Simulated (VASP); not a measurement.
## Ni3Ge: single point with LDA

Ni3Ge:

```xyz
4
Lattice="3.5303 0.0000 0.0000 0.0000 3.5303 0.0000 0.0000 0.0000 3.5303" Properties=species:S:1:pos:R:3 pbc="T T T"
Ni    1.7652    0.0000    1.7652
Ni    0.0000    1.7652    1.7652
Ni    1.7652    1.7652    0.0000
Ge    0.0000    0.0000    0.0000
```

| Item | Value |
| --- | --- |
| Program | VASP 6.6.1 |
| Task | single point |
| Functional | LDA |
| Potentials or basis | VASP PAW LDA potentials, release 64 (Ni, Ge_d) |
| Cutoff | 520 eV |
| k mesh | 6 × 6 × 6 |
| Occupations | fermi-dirac, width 0.1 eV |
| Spin | collinear spin, ferromagnetic start |
| Starting moments | [1.6, 1.6, 1.6, 0.47] μB |
| Fixed moment | 5.4 μB |

- Pressure: 19.9 GPa
- Net moment: 5.40 μB per cell
- Site moments: Ni +1.49; Ge +0.54 μB
- Valence electrons inside the program's atomic spheres: Ni 9.37; Ge 12.65

It took 38 s on 1 thread of Intel(R) Xeon(R) 6975P-C (Granite Rapids) (shared host), peak memory 0.17 GiB.

Caveat: the total moment is fixed, so each spin has its own Fermi level.
